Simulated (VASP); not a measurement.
# Li2Pt (P-1) in VASP: a series of runs, part 2 of 2

VASP 6.6.1. Earlier steps stand in the parts before.

## 4. Electric field gradients, LDA (equal xy, yz and zx shear strains of -1 %)

Contents of INCAR:

```
PREC     = Accurate       # precision mode
ENCUT    = 520            # plane-wave cutoff, eV
EDIFF    = 1E-8           # SCF threshold, eV
ISMEAR   = -1             # smearing method
SIGMA    = 0.03           # smearing width, eV
LREAL    = False          # projectors in reciprocal space
LASPH    = True           # aspherical terms in the spheres
NELM     = 60             # most SCF steps
ALGO     = Normal         # electronic algorithm
ISIF     = 2              # what is computed and relaxed
LWAVE    = False          # write WAVECAR
LCHARG   = False          # write CHGCAR
GGA      = CA             # functional
LEFG     = True         
NBANDS   = 15             # bands
```

Contents of KPOINTS:

```
Automatic mesh
0
Gamma
  9 9 12
```

Contents of POSCAR:

```
Li2Pt
1.0
    4.1859989866     -0.0209299949     -0.0209299949
   -2.1111254006      3.6356464602     -0.0076609098
   -0.0133050000     -0.0133050000      2.6610000000
Li Pt
2 1
Direct
    0.3333333333      0.6666666667      0.5000000000
    0.6666666667      0.3333333333      0.5000000000
    0.0000000000      0.0000000000      0.0000000000
```

Potentials or basis: VASP PAW LDA potentials, release 64 (Li_sv, Pt).

The run is started by

```console
> cat potpaw_LDA.64/Li_sv/POTCAR potpaw_LDA.64/Pt/POTCAR > POTCAR
> mpirun -np 1 vasp_std > vasp.out
```

OUTCAR:

```text
PREC = Accurate
   ENCUT = 520
   EDIFF = 1E-8
   ISMEAR = -1
   LREAL = False
   LASPH = True
   NELM = 60
   ISIF = 2
   GGA = CA

 ion  position               nearest neighbor table
   1  0.333  0.667  0.500-   2 2.41   2 2.42   2 2.43   3 2.73   3 2.75   3 2.76   3 2.77   3 2.77
                             3 2.77
   2  0.667  0.333  0.500-   1 2.41   1 2.42   1 2.43   3 2.73   3 2.75   3 2.76   3 2.77   3 2.77
                             3 2.77
   3  0.000  0.000  0.000-   2 2.73   1 2.73   2 2.75   1 2.75   1 2.76   2 2.76   1 2.77   2 2.77
                             2 2.77   1 2.77   1 2.77   2 2.77

  LATTYP: Found a triclinic cell.
 ALAT       =     4.1679842805
 B/A-ratio  =     1.0086758049
 C/A-ratio  =     0.6384540692
 COS(alpha) =     0.0036352536
 COS(beta)  =     0.0136846555
 COS(gamma) =     0.5000186556

  Lattice vectors:

 A1 = (  -2.0748735860,  -3.6147164653,   0.0285909047)
 A2 = (   2.1111254006,  -3.6356464602,   0.0076609098)
 A3 = (  -0.0133050000,  -0.0133050000,   2.6610000000)

Analysis of symmetry for initial positions (statically):
=====================================================================
 Subroutine PRICEL returns:
 Original cell was already a primitive cell.

 Routine SETGRP: Setting up the symmetry group for a
 triclinic supercell.

 Subroutine GETGRP returns: Found  2 space group operations
 (whereof  2 operations were pure point group operations)
 out of a pool of  2 trial point group operations.

The static configuration has the point symmetry S_2 .

Analysis of symmetry for dynamics (positions and initial velocities):
=====================================================================
 Subroutine PRICEL returns:
 Original cell was already a primitive cell.

 Routine SETGRP: Setting up the symmetry group for a
 triclinic supercell.

 Subroutine GETGRP returns: Found  2 space group operations
 (whereof  2 operations were pure point group operations)
 out of a pool of  2 trial point group operations.

The dynamic configuration has the point symmetry S_2 .

 Subroutine INISYM returns: Found  2 space group operations
 (whereof  2 operations are pure point group operations),
 and found     1 'primitive' translations

----------------------------------------------------------------------------------------

                                     Primitive cell

  volume of cell :      40.3777

  direct lattice vectors                    reciprocal lattice vectors
     4.185998987 -0.020929995 -0.020929995     0.239596727  0.139131582  0.001893642
    -2.111125401  3.635646460 -0.007660910     0.001386242  0.275862123  0.001386242
    -0.013305000 -0.013305000  2.661000000     0.001888530  0.001888530  0.375817457

  length of vectors
     4.186103635  4.204144899  2.661066524     0.277069982  0.275869089  0.375826947

  position of ions in fractional coordinates (direct lattice)
     0.333333333  0.666666667  0.500000000
     0.666666667  0.333333333  0.500000000
     0.000000000  0.000000000  0.000000000

  ion indices of the primitive-cell ions
[... 92 lines left out ...]
   EFERMI_NEDOS =   21; number of points for ismear=-14 and -15
   IALGO  =     38    algorithm
   IMIX   =      4    mixing-type and parameters
     AMIX     =   0.40;   BMIX     =  1.00
     AMIX_MAG =   1.60;   BMIX_MAG =  1.00
  volume/ion in A,a.u.               =      13.46        90.83
  Fermi-wavevector in a.u.,A,eV,Ry     =   1.202452  2.272305 19.672544  1.445891
  Thomas-Fermi vector in A             =   2.338233
   LORBIT       =      0    0 simple, 1 ext, 2 COOP (PROOUT), +10 PAW based schemes
   GGA     = CA    functional components
   LHFCALC =     F    Hartree Fock is set to
   AEXX    =    0.0000 exact exchange contribution
   IVDW    =     0    specifies the selected vdW correction
   LEPSILON=     F    determine dielectric tensor
   LRPA    =     F    only Hartree local field effects (RPA)
 non-spin polarized calculation
  energy-cutoff  :      520.00
  volume of cell :       40.38
 maximum number of plane-waves:      1104
   NGX = 15   NGY = 15   NGZ =  9

 number of electron      15.9999993 magnetization

 Free energy of the ion-electron system (eV)
  ---------------------------------------------------
  ext. energy  EPLUGINS =         0.00000000
  ---------------------------------------------------
  free energy    TOTEN  =       -13.14273455 eV

  energy without entropy =      -13.13878182  energy(sigma->0) =      -13.14075819

 E-fermi :   5.0821     XC(G=0): -10.4508

 val. band max:        5.0692981727   @ k =   0.3333  -0.0000   0.4167
 cond. band min:       5.0839525733   @ k =  -0.3333  -0.3333   0.0833
 fundamental gap:      0.0146544006
 Fermi energy:         5.0821409050

 k-point     1 :       0.0000    0.0000    0.0000
  band No.  band energies     occupation
      1     -39.6467      2.00000
      2     -39.5287      2.00000
      3      -1.5364      2.00000
      4       0.6896      2.00000
      5       1.7592      2.00000
      6       1.7877      2.00000
      7       4.4364      2.00000
      8       4.4373      2.00000
      9       8.8580      0.00000
     10       8.9524      0.00000
     11      11.4447      0.00000
     12      11.4540      0.00000
     13      14.1981      0.00000
     14      15.1988      0.00000
[... 401 lines left out ...]
      2     -39.5535      2.00000
      3      -1.0813      2.00000
      4       1.0836      2.00000
      5       1.9861      2.00000
      6       2.4481      2.00000
      7       4.3396      2.00000
      8       4.4178      2.00000
      9       4.8676      1.99844
     10       6.2965      0.00000
     11      12.6579      0.00000
     12      15.3216      0.00000
     13      16.1621      0.00000
     14      18.3786      0.00000
     15      19.1548      0.00000

 [... further k-points ...]
[... 5 lines left out ...]
  --------------------------------------------------------------------------------------
  -------------------------------------------------------------------------------------
  Total       -0.9987217     -0.9991704     -1.2731419      0.0904341      0.0427065      0.0426968
  in kB      -39.6290798    -39.6468868    -50.5180198      3.5884063      1.6945853      1.6942019
  external PRESSURE =     -43.2646621 kB  Pullay stress =       0.0000000 kB

 VOLUME and BASIS-vectors are now :
 -----------------------------------------------------------------------------
  energy-cutoff  :      520.00
  volume of cell :       40.38
      direct lattice vectors                 reciprocal lattice vectors
     4.185998987 -0.020929995 -0.020929995     0.239596727  0.139131582  0.001893642
    -2.111125401  3.635646460 -0.007660910     0.001386242  0.275862123  0.001386242
    -0.013305000 -0.013305000  2.661000000     0.001888530  0.001888530  0.375817457

 POSITION                                       TOTAL-FORCE (eV/Angst)
 -----------------------------------------------------------------------------------
     -0.01874      2.41014      1.31842         0.021170     -0.000085     -0.000534
      2.08031      1.19128      1.31399        -0.021170      0.000085      0.000534
      0.00000      0.00000      0.00000        -0.000000      0.000000      0.000000
 -----------------------------------------------------------------------------------
    total drift:                                0.000000     -0.000000     -0.000000

  FREE ENERGIE OF THE ION-ELECTRON SYSTEM (eV)
  ---------------------------------------------------
  free  energy   TOTEN  =       -13.1427345508 eV

  energy  without entropy=      -13.1387818202  energy(sigma->0) =      -13.14075819

 Electric field gradients (V/A^2)
---------------------------------------------------------------------
 ion       V_xx      V_yy      V_zz      V_xy      V_xz      V_yz
---------------------------------------------------------------------
   1      -0.131    -0.135     0.266     0.023    -0.011    -0.012
   2      -0.131    -0.135     0.266     0.023    -0.011    -0.012
   3     155.275   155.065  -310.341     1.026     3.049     3.044
---------------------------------------------------------------------

 Electric field gradients after diagonalization (V/A^2)
 (convention: |V_zz| > |V_xx| > |V_yy|)
----------------------------------------------------------------------
 ion       V_xx      V_yy      V_zz     asymmetry (V_yy - V_xx)/ V_zz
----------------------------------------------------------------------
   1      -0.156    -0.110     0.266       0.173
   2      -0.156    -0.110     0.266       0.173
   3     156.242   154.139  -310.381       0.007
----------------------------------------------------------------------

           NMR quadrupolar parameters

 Cq : quadrupolar parameter    Cq=e*Q*V_zz/h
 eta: asymmetry parameters     (V_yy - V_xx)/ V_zz
 Q  : nuclear electric quadrupole moment in mb (millibarn)
----------------------------------------------------------------------
 ion       Cq(MHz)       eta       Q (mb)
----------------------------------------------------------------------
   1       0.001       0.173       1.000
   2       0.001       0.173       1.000
   3      -0.750       0.007       1.000
----------------------------------------------------------------------
```

Wall time 2.9 min (1 thread of Intel Xeon Platinum 8259CL at 2.50GHz (Skylake/Cascade Lake), shared host); peak memory 0.37 GiB.

Results:

```yaml
Free_energy: -13.1427 eV
Largest_force: 0.021 eV/Å
Band_gap_on_the_k_mesh: zero (bands 8 and 9 overlap by 1.84 eV)
Largest_electric_field_gradient_by_atom: Li +0.3; Pt -310.4 V/Å²
```

Forces in eV/Å, atoms in the order of the input:
```
Li   0.021  0.000 -0.001
Li  -0.021  0.000  0.001
Pt   0.000  0.000  0.000
```

Electric field gradients, principal values (V/Å²):
| atom | least | middle | greatest (by size) |
| --- | --- | --- | --- |
| 1 Li | -0.110 | -0.156 | 0.266 |
| 2 Li | -0.110 | -0.156 | 0.266 |
| 3 Pt | 154.139 | 156.242 | -310.381 |

Caveat: the cell differs from its parent crystal (equal xy, yz and zx shear strains of -1 %); the cutoff is under 1.25 times the usual one of these potentials, so pressure, stress and relaxed cells hold a basis-set (Pulay) error; without QUAD_EFG the Cq values of the log hold for a quadrupole moment of 1 mb, not for the nuclei; spin-orbit coupling is left out, which moves the levels of the heavy elements.
